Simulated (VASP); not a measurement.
# W (Im-3m) in VASP: notebook

Aim: see how the results for W move with the level of theory and the settings. Levels: PBE, LDA. Tasks: single point, relaxation of cell and atoms.

Program: VASP 6.6.1. These are calculated values, not measurements. Logs are shortened: lines on timing, memory, paths and dates and some standing lists are left out, and cuts for length are marked.

## (1) The cell of the first run

The structure is cubic, space group Im-3m (No. 229). Conventional cell: a = 3.184 Å, b = 3.184 Å, c = 3.184 Å, α = 90.00°, β = 90.00°, γ = 90.00°. Within 3.6 Å of W (site symmetry m-3m) lie 14 W at 2.76 to 3.18 Å.

## (2) Single point, PBE

File INCAR:

```
PREC = Accurate
ENCUT = 520
EDIFF = 1E-7
ISMEAR = 1
SIGMA = 0.1
LREAL = False
LASPH = True
NELM = 80
ALGO = Normal
ISIF = 2
LWAVE = False
LCHARG = False
GGA = PE
NBANDS = 13
```

File KPOINTS:

```
regular mesh
0
Gamma
  24 24 24
```

File POSCAR:

```
W
1.0
   -1.5919371281      1.5919371281      1.5919371281
    1.5919371281     -1.5919371281      1.5919371281
    1.5919371281      1.5919371281     -1.5919371281
W
1
Direct
    0.0000000000      0.0000000000      0.0000000000
```

Potentials or basis: VASP PAW PBE potentials, release 64 (W_sv).

Started as:

```
$ cat potpaw_PBE.64/W_sv/POTCAR > POTCAR
$ mpirun -np 1 vasp_std > vasp.out
```

OUTCAR:

```text
PREC = Accurate
   ENCUT = 520
   EDIFF = 1E-7
   ISMEAR = 1
   LREAL = False
   LASPH = True
   NELM = 80
   ISIF = 2
   GGA = PE

 ion  position               nearest neighbor table
   1  0.000  0.000  0.000-

  LATTYP: Found a body centered cubic cell.
 ALAT       =     3.1838742562

  Lattice vectors:

 A1 = (  -1.5919371281,   1.5919371281,   1.5919371281)
 A2 = (   1.5919371281,  -1.5919371281,   1.5919371281)
 A3 = (   1.5919371281,   1.5919371281,  -1.5919371281)

Analysis of symmetry for initial positions (statically):
=====================================================================
 Subroutine PRICEL returns:
 Original cell was already a primitive cell.

 Routine SETGRP: Setting up the symmetry group for a
 body centered cubic supercell.

 Subroutine GETGRP returns: Found 48 space group operations
 (whereof 48 operations were pure point group operations)
 out of a pool of 48 trial point group operations.

The static configuration has the point symmetry O_h .

Analysis of symmetry for dynamics (positions and initial velocities):
=====================================================================
 Subroutine PRICEL returns:
 Original cell was already a primitive cell.

 Routine SETGRP: Setting up the symmetry group for a
 body centered cubic supercell.

 Subroutine GETGRP returns: Found 48 space group operations
 (whereof 48 operations were pure point group operations)
 out of a pool of 48 trial point group operations.

The dynamic configuration has the point symmetry O_h .

 Subroutine INISYM returns: Found 48 space group operations
 (whereof 48 operations are pure point group operations),
 and found     1 'primitive' translations

----------------------------------------------------------------------------------------

                                     Primitive cell

  volume of cell :      16.1376

  direct lattice vectors                    reciprocal lattice vectors
    -1.591937128  1.591937128  1.591937128     0.000000000  0.314082756  0.314082756
     1.591937128 -1.591937128  1.591937128     0.314082756  0.000000000  0.314082756
     1.591937128  1.591937128 -1.591937128     0.314082756  0.314082756  0.000000000

  length of vectors
     2.757315988  2.757315988  2.757315988     0.444180093  0.444180093  0.444180093

  position of ions in fractional coordinates (direct lattice)
     0.000000000  0.000000000  0.000000000

  ion indices of the primitive-cell ions
   primitive index   ion index
                 1           1

----------------------------------------------------------------------------------------

 KPOINTS: regular mesh

Automatic generation of k-mesh.
 Grid dimensions read from file:
 generate k-points for:   24   24   24

 Generating k-lattice:

  Cartesian coordinates                     Fractional coordinates (reciprocal lattice)
     0.000000000  0.013086781  0.013086781     0.041666667  0.000000000  0.000000000
     0.013086781  0.000000000  0.013086781     0.000000000  0.041666667  0.000000000
     0.013086781  0.013086781  0.000000000     0.000000000  0.000000000  0.041666667

  Length of vectors
     0.018507504  0.018507504  0.018507504

  Shift w.r.t. Gamma in fractional coordinates (k-lattice)
     0.000000000  0.000000000  0.000000000

 Subroutine IBZKPT returns following result:
 ===========================================

 Found    413 irreducible k-points:

 Following reciprocal coordinates:
            Coordinates               Weight
  0.000000  0.000000  0.000000      1.000000
  0.041667  0.000000  0.000000     12.000000
  0.083333  0.000000  0.000000     12.000000
  0.125000  0.000000  0.000000     12.000000
  0.166667  0.000000  0.000000     12.000000
  0.208333  0.000000  0.000000     12.000000
[... 16 lines left out ...]
  0.416667  0.041667  0.000000     48.000000
  0.458333  0.041667  0.000000     48.000000
 [... further k-points ...]
   k-points           NKPTS =    413   k-points in BZ     NKDIM =    413   number of bands    NBANDS=     13
   number of dos      NEDOS =    301   number of ions     NIONS =      1
   total plane-waves  NPLWV =  13824
   dimension x,y,z NGX =    24 NGY =   24 NGZ =   24
   dimension x,y,z NGXF=    48 NGYF=   48 NGZF=   48
   ions per type =               1
   NGX,Y,Z   is equivalent  to a cutoff of  14.47, 14.47, 14.47 a.u.
   NGXF,Y,Z  is equivalent  to a cutoff of  28.94, 28.94, 28.94 a.u.
 SYSTEM =  unknown system
   PREC   = accura    normal or accurate (medium, high low for compatibility)
   ISTART =      0    job   : 0-new  1-cont  2-samecut
   ICHARG =      2    charge: 1-file 2-atom 10-const
   ISPIN  =      1    spin polarized calculation?
   LNONCOLLINEAR =      F non collinear calculations
   LSORBIT =      F    spin-orbit coupling
   LASPH  =      T    aspherical Exc in radial PAW
   ENCUT  =  520.0 eV  38.22 Ry    6.18 a.u.   5.13  5.13  5.13*2*pi/ulx,y,z
   NELM   =     80;   NELMIN=  2; NELMDL= -5     # of ELM steps
   EDIFF  = 0.1E-06   stopping-criterion for ELM
   LREAL  =      F    real-space projection
   EDIFFG = 0.1E-05   stopping-criterion for IOM
   NSW    =      0    number of steps for IOM
   IBRION =     -1    ionic relax: 0-MD 1-quasi-New 2-CG
   NFREE  =      0    steps in history (QN), initial steepest desc. (CG)
   ISIF   =      2    stress and relaxation
   ISYM   =      2    0-nonsym 1-usesym 2-fastsym
   POTIM  = 0.5000    time-step for ionic-motion
   TEBEG  =    0.0;   TEEND  =   0.0 temperature during run
   PSTRESS=    0.0 pullay stress
   NELECT =      14.0000    total number of electrons
   NUPDOWN=      -1.0000    fix difference up-down
   EMIN   =  10.00;   EMAX   =-10.00  energy-range for DOS
   EFERMI =   0.00;   METHOD = LEGACY
   ISMEAR =     1;   SIGMA  =   0.10  broadening in eV -4-tet -1-fermi 0-gaus
   EFERMI_NEDOS =   21; number of points for ismear=-14 and -15
   IALGO  =     38    algorithm
   IMIX   =      4    mixing-type and parameters
     AMIX     =   0.40;   BMIX     =  1.00
     AMIX_MAG =   1.60;   BMIX_MAG =  1.00
  volume/ion in A,a.u.               =      16.14       108.90
  Fermi-wavevector in a.u.,A,eV,Ry     =   1.561367  2.950555 33.169183  2.437866
  Thomas-Fermi vector in A             =   2.664443
   LORBIT       =      0    0 simple, 1 ext, 2 COOP (PROOUT), +10 PAW based schemes
   GGA     = PE    functional components
   LHFCALC =     F    Hartree Fock is set to
   AEXX    =    0.0000 exact exchange contribution
   IVDW    =     0    specifies the selected vdW correction
   LEPSILON=     F    determine dielectric tensor
   LRPA    =     F    only Hartree local field effects (RPA)
 non-spin polarized calculation
 Methfessel and Paxton  Order N= 1 SIGMA  =   0.10
  energy-cutoff  :      520.00
  volume of cell :       16.14
 maximum number of plane-waves:       466
 NGX is ok and might be reduce to    24
   NGX = 11   NGY = 11   NGZ = 11

 number of electron      14.0000002 magnetization

 Free energy of the ion-electron system (eV)
  ---------------------------------------------------
  ext. energy  EPLUGINS =         0.00000000
  ---------------------------------------------------
  free energy    TOTEN  =       -12.95617200 eV

  energy without entropy =      -12.95608325  energy(sigma->0) =      -12.95614242

 E-fermi :  11.2216     XC(G=0): -13.5404

 val. band max:       11.2147793930   @ k =   0.5000   0.5000   0.2083
 cond. band min:      11.2228137691   @ k =  -0.4583   0.4583   0.0417
 fundamental gap:      0.0080343761
 Fermi energy:        11.2215610744

 k-point     1 :       0.0000    0.0000    0.0000
  band No.  band energies     occupation
      1     -63.0246      2.00000
      2     -26.6119      2.00000
      3     -26.6119      2.00000
      4     -26.6119      2.00000
      5       1.6487      2.00000
      6       9.9851      2.00000
      7       9.9851      2.00000
      8       9.9851      2.00000
      9      13.4042      0.00000
     10      13.4042      0.00000
     11      25.6631      0.00000
     12      25.6631      0.00000
     13      25.6631      0.00000

 k-point     2 :       0.0417    0.0000    0.0000
  band No.  band energies     occupation
      1     -63.0225      2.00000
      2     -26.6343      2.00000
      3     -26.6189      2.00000
      4     -26.6120      2.00000
      5       1.7315      2.00000
      6       9.9345      2.00000
      7       9.9746      2.00000
      8      10.0645      2.00000
      9      13.3207      0.00000
     10      13.4045      0.00000
     11      25.7347      0.00000
     12      25.8041      0.00000
     13      25.8677      0.00000

 k-point     3 :       0.0833    0.0000    0.0000
  band No.  band energies     occupation
      1     -63.0164      2.00000
      2     -26.6994      2.00000
      3     -26.6394      2.00000
      4     -26.6123      2.00000
      5       1.9750      2.00000
      6       9.7895      2.00000
      7       9.9341      2.00000
      8      10.3012      2.00000
      9      13.1121     -0.00000
     10      13.4079      0.00000
     11      25.9308      0.00000
     12      26.2196      0.00000
     13      26.4295      0.00000
[... 305 lines left out ...]
 k-point    23 :       0.4167    0.0417    0.0000
  band No.  band energies     occupation
      1     -62.9049      2.00000
      2     -27.7767      2.00000
      3     -26.9992      2.00000
      4     -26.6267      2.00000
      5       5.0993      2.00000
      6       7.7864      2.00000
      7      11.1236      2.04578
      8      13.3303      0.00000
      9      14.2376      0.00000
     10      16.7585      0.00000
     11      22.4290      0.00000
     12      23.0474      0.00000
     13      28.3976      0.00000

 k-point    24 :       0.4583    0.0417    0.0000
  band No.  band energies     occupation
      1     -62.9007      2.00000
      2     -27.8140      2.00000
      3     -27.0126      2.00000
      4     -26.6270      2.00000
      5       5.0878      2.00000
      6       7.7257      2.00000
      7      11.5710     -0.00001
      8      13.2717      0.00000
      9      14.3265      0.00000
     10      17.2077      0.00000
     11      21.9505      0.00000
     12      22.7868      0.00000
     13      27.7865      0.00000

 [... further k-points ...]
[... 5 lines left out ...]
  --------------------------------------------------------------------------------------
  -------------------------------------------------------------------------------------
  Total        0.0480558      0.0480558      0.0480558      0.0000000      0.0000000      0.0000000
  in kB        4.7711018      4.7711018      4.7711018      0.0000000      0.0000000      0.0000000
  external PRESSURE =       4.7711018 kB  Pullay stress =       0.0000000 kB

 VOLUME and BASIS-vectors are now :
 -----------------------------------------------------------------------------
  energy-cutoff  :      520.00
  volume of cell :       16.14
      direct lattice vectors                 reciprocal lattice vectors
    -1.591937128  1.591937128  1.591937128     0.000000000  0.314082756  0.314082756
     1.591937128 -1.591937128  1.591937128     0.314082756  0.000000000  0.314082756
     1.591937128  1.591937128 -1.591937128     0.314082756  0.314082756  0.000000000

 POSITION                                       TOTAL-FORCE (eV/Angst)
 -----------------------------------------------------------------------------------
      0.00000      0.00000      0.00000        -0.000000      0.000000     -0.000000
 -----------------------------------------------------------------------------------
    total drift:                                0.000000      0.000000     -0.000000

  FREE ENERGIE OF THE ION-ELECTRON SYSTEM (eV)
  ---------------------------------------------------
  free  energy   TOTEN  =       -12.9561720048 eV

  energy  without entropy=      -12.9560832539  energy(sigma->0) =      -12.95614242
```

Run time: 44 s. Hardware: 1 thread of Intel Xeon Platinum 8259CL at 2.50GHz (Skylake/Cascade Lake), shared host; peak memory 0.21 GiB.

Results:

- Free energy: -12.9562 eV
- Pressure: 0.5 GPa
- Band gap on the k mesh: zero (bands 7 and 8 overlap by 6.24 eV)

Levels at points of the mesh, in eV from the Fermi level:
| k point | band 3 | band 4 | band 5 | band 6 | band 7 | band 8 | band 9 | band 10 | band 11 | band 12 |
| --- | --- | --- | --- | --- | --- | --- | --- | --- | --- | --- |
| (0.00, 0.00, 0.00) | -37.83 | -37.83 | -9.57 | -1.24 | -1.24 | -1.24 | 2.18 | 2.18 | 14.44 | 14.44 |
| (0.50, 0.00, 0.00) | -38.23 | -37.84 | -6.20 | -3.52 | 0.58 | 2.07 | 3.02 | 5.95 | 10.76 | 11.41 |
| (0.50, 0.50, 0.50) | -38.69 | -38.69 | -5.73 | -5.73 | 5.00 | 5.00 | 5.00 | 8.07 | 8.07 | 8.07 |

Caveat: spin-orbit coupling is left out, which moves the levels of the heavy elements.

(Continued in part 2 of 2.)
